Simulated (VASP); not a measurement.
Set up this calculation in VASP 6.6.1, as the native input.

```yaml
Task: single point
Functional: LDA
Potentials_or_basis: VASP PAW LDA potentials, release 64 (Ni, Si)
Cutoff: 520 eV
k_mesh: 9 × 9 × 9
Occupations: fermi-dirac, width 0.05 eV
Spin: collinear spin, ferromagnetic start
Starting_moments: "[1.0, 0.0, 0.0] μB"
Dipole_correction: no
Further_INCAR_settings: ALGO = Normal; EDIFF = 1e-06; NBANDS = 20
```

The structure of Si2Ni lies in POSCAR:

```
Si2Ni
1.0
    0.0000000000      2.7030000000      2.7030000000
    2.7030000000      0.0000000000      2.7030000000
    2.7030000000      2.7030000000      0.0000000000
Ni Si
1 2
Direct
    0.0000000000      0.0000000000      0.0000000000
    0.7500000000      0.7500000000      0.7500000000
    0.2500000000      0.2500000000      0.2500000000
```

The input as run:

INCAR

```
ALGO = Normal
EDIFF = 1E-6
ENCUT = 520
ISIF = 2
ISMEAR = -1
ISPIN = 2
LASPH = T
LCHARG = T
LELF = T
LMAXMIX = 4
LORBIT = 11
LREAL = F
LVHAR = T
LWAVE = F
MAGMOM = 1 0 0
NBANDS = 20
NELM = 150
PREC = Accurate
SIGMA = 0.05
```

KPOINTS

```
k-points
0
Gamma
  9 9 9
```

Potentials or basis: VASP PAW LDA potentials, release 64 (Ni, Si).

The run is started by

```sh
$ cat potpaw_LDA.64/Ni/POTCAR potpaw_LDA.64/Si/POTCAR > POTCAR
$ mpirun -np 1 vasp_std > vasp.out
```

Results of the run:

The pressure is -4.2 GPa. The band gap on the k mesh is zero (filled and empty bands overlap), the net moment is 0.00 μB per cell and the valence electrons inside the program's atomic spheres are Ni 9.84; Si 1.60.

Run time: 48 s on 1 thread of Intel(R) Xeon(R) Platinum 8259CL CPU @ 2.50GHz (Skylake/Cascade Lake) (shared host), peak memory 0.17 GiB.
